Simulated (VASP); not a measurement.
The system is Te2Mo.

```
CELL_PARAMETERS angstrom
3.51900 0.00000 0.00000
-1.75950 3.04754 0.00000
0.00000 0.00000 13.96400
ATOMIC_POSITIONS crystal
Te 0.33333 0.66667 0.62500
Te 0.66667 0.33333 0.12500
Te 0.33333 0.66667 0.87500
Te 0.66667 0.33333 0.37500
Mo 0.33333 0.66667 0.25000
Mo 0.66667 0.33333 0.75000
```

| Quantity | Value |
| --- | --- |
| Program | VASP 6.6.1 |
| Task | relaxation of the atoms |
| Functional | PBE |
| Potentials or basis | VASP PAW PBE potentials, release 64 (Te, Mo_sv) |
| Cutoff | 450 eV |
| k mesh | 9 × 9 × 3 |
| Occupations | gaussian, width 0.01 eV |
| Spin | no spin polarisation |

At the start: pressure 6.5 GPa; volume 24.96 Å³/atom.

Task: Where does the relaxation end?

Result: Over 3 steps the energy falls by 24.3 meV/atom; space group P6_3/mmc (No. 194, to 0.1 Å) before and after.

The path:
```tsv
step	energy change (eV)	largest force (eV/Å)	pressure (GPa)
1	0.0000	1.0759	6.51
2	-0.1367	0.2599	3.18
3	-0.1460	0.0027	2.11
```

Final structure:
```xyz
6
Lattice="3.5190 0.0000 0.0000 -1.7595 3.0475 0.0000 0.0000 0.0000 13.9640" Properties=species:S:1:pos:R:3 pbc="T T T"
Te    0.0000    2.0317    8.6574
Te    1.7595    1.0158    1.6754
Te    0.0000    2.0317   12.2886
Te    1.7595    1.0158    5.3066
Mo    0.0000    2.0317    3.4910
Mo    1.7595    1.0158   10.4730
```

Caveat: this functional lacks dispersion, which binds the layers, so the pressure and a relaxed spacing across them are unreliable.
